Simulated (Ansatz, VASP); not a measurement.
## Two plane-wave programs on HCl

Contents of POSCAR:

```
HCl
1.0
    0.0000000000      2.8196250000      2.6964375000
    2.8196250000      0.0000000000      2.6964375000
    2.8196250000      2.8196250000      0.0000000000
H Cl
1 1
Direct
    0.0000000000      0.0000000000      0.0000000000
    0.5000000000      0.5000000000      0.5000000000
```

INCAR.step1

```
PREC = Accurate
ENCUT = 520
ISMEAR = 0
SIGMA = 0.15
LREAL = False
LASPH = True
NELM = 60
NBANDS = 11
GGA = PE
ALGO = Normal
EDIFF = 1E-4
LWAVE = True
LCHARG = False
```

The input INCAR.step2:

```
PREC = Accurate
ENCUT = 520
EDIFF = 1E-6
ISMEAR = 0
SIGMA = 0.15
LREAL = False
LASPH = True
NELM = 60
ALGO = Normal
ISIF = 2
LWAVE = False
LCHARG = False
METAGGA = R2SCAN
LMIXTAU = True
NBANDS = 11
ISTART = 1
```

KPOINTS

```
Automatic mesh
0
Gamma
  16 16 16
```

Input for Ansatz:

```yaml
crystal:
  lattice:
    - [0.0, 2.819625, 2.6964375]
    - [2.819625, 0.0, 2.6964375]
    - [2.819625, 2.819625, 0.0]
  atoms:
    - { symbol: H, position: [0.0, 0.0, 0.0] }
    - { symbol: Cl, position: [0.5, 0.5, 0.5] }
basis:
  ecutwfc: 500
kpoints:
  mp_grid: { grid: [16, 16, 16] }
hamiltonian:
  xc: r2scan
scf:
  occupations: { method: gaussian, width: 0.15 }
output:
  forces: true
  stress: true
  eigenvalues: true
```

Change from the starting cell: strain +0.030 along x and y, -0.015 along z, atoms carried along.

Alike in both runs: task single point; functional r2SCAN; k mesh 16 × 16 × 16; occupations gaussian, width 0.15 eV; no spin polarisation.

```csv
,VASP,Ansatz
version,VASP 6.6.1,Ansatz 0.2.0
potentials or method,"VASP PAW PBE potentials, release 64 (H, Cl), cutoff 520 eV","scalar-relativistic, plane waves, PAW"
valence electrons in the cell,8,8
```

|  | VASP | Ansatz | Ansatz less VASP |
| --- | --- | --- | --- |
| pressure (GPa) | -9.8 | -9.8 | +0.08 |
| traceless stress, the component that is largest in VASP (GPa) | -2.50 | -2.50 | +0.005 |

VASP's potentials were made for PBE, not for r2SCAN. The functional is the same, so the differences come from potentials, cutoffs and numerics.
